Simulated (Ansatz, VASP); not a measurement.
## MgS in VASP and in Ansatz

File POSCAR:

```
MgS
1.0
    0.0000000000      2.6015179373      2.6015179373
    2.6015179373      0.0000000000      2.6015179373
    2.6015179373      2.6015179373      0.0000000000
Mg S
1 1
Direct
    0.0000000000      0.0000000000      0.0000000000
    0.5000000000      0.5000000000      0.5000000000
```

File INCAR.step1:

```
SYSTEM = MgS
ALGO = Normal
EDIFF = 1E-5
ENCUT = 520
GGA = PE
ISIF = 2
ISMEAR = 0
LASPH = .TRUE.
LCHARG = .FALSE.
LREAL = .FALSE.
LWAVE = .TRUE.
NBANDS = 11
NELM = 60
PREC = Accurate
SIGMA = 0.01
```

The input INCAR.step2:

```
SYSTEM = MgS
AEXX = 0.15
ALGO = Normal
EDIFF = 1E-7
ENCUT = 520
GGA = PE
HFSCREEN = 0.3
ISIF = 2
ISMEAR = 0
ISTART = 1
LASPH = .TRUE.
LCHARG = .FALSE.
LHFCALC = .TRUE.
LREAL = .FALSE.
LWAVE = .FALSE.
NBANDS = 11
NELM = 60
PREC = Accurate
PRECFOCK = Normal
SIGMA = 0.01
```

KPOINTS

```
k-points
0
G
  4 4 4
  0 0 0
```

Input for Ansatz:

```yaml
crystal:
  lattice:
    - [0.0, 2.6015179373, 2.6015179373]
    - [2.6015179373, 0.0, 2.6015179373]
    - [2.6015179373, 2.6015179373, 0.0]
  atoms:
    - { symbol: Mg, position: [0.0, 0.0, 0.0] }
    - { symbol: S, position: [0.5, 0.5, 0.5] }
kpoints:
  mp_grid: { grid: [4, 4, 4] }
hamiltonian:
  xc: { exchange: pbe, correlation: pbe, exx: { coeff: 0.15, omega: 0.3 } }
scf:
  occupations: { method: fixed }
  n_extra_bands: 4
output:
  forces: true
  stress: true
  eigenvalues: true
```

Alike in both runs: task single point; functional PBE-based screened hybrid; k mesh 4 × 4 × 4; no spin polarisation.

```csv
,VASP,Ansatz
version,VASP 6.6.1,Ansatz 0.2.0
potentials or method,"VASP PAW PBE potentials, release 64 (Mg, S)",plane waves
plane-wave cutoff (eV),520,420
occupations,"gaussian, width 0.01 eV",fixed
valence electrons in the cell,8,16
```

```tsv
	VASP	Ansatz	Ansatz less VASP
gap on the k mesh at the Fermi level (eV)	3.21	3.25	+0.037
pressure (GPa)	0.4	0.7	+0.30
```

VASP's potentials were made for PBE, not for PBE-based screened hybrid. VASP's potentials hold 8 valence electrons a cell and Ansatz's 16, so a difference there can come from the potentials and not from the codes. Ansatz's warnings: stress exchange threshold loose, stress scf threshold loose.

The k mesh is coarse, so the values compare programs but aren't converged.
